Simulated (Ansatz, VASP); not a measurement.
# Sn: VASP beside Ansatz

```xyz
2
Lattice="0.0000 3.6432 2.5758 3.6432 0.0000 2.5758 3.6432 3.6432 0.0000" Properties=species:S:1:pos:R:3 pbc="T T T"
Sn    3.6432    3.6432    2.5758
Sn    5.4649    5.4649    3.8637
```

Alike in both runs: task single point; functional PBE; k mesh 14 × 14 × 14; occupations gaussian, width 0.15 eV; no spin polarisation.

|  | VASP | Ansatz |
| --- | --- | --- |
| version | VASP 6.6.1 | Ansatz 0.2.0 |
| potentials or method | VASP PAW PBE potentials, release 64 (Sn_d), cutoff 520 eV | scalar-relativistic, plane waves, PAW |
| valence electrons in the cell | 28 | 28 |

```tsv
	VASP	Ansatz	Ansatz less VASP
gap on the k mesh at the Fermi level (eV)	none	none	-
pressure (GPa)	1.2	1.2	+0.05
traceless stress, the component that is largest in VASP (GPa)	1.81	1.81	-0.001
```

A gap of «none» marks a metal or a gap that the smearing closes.
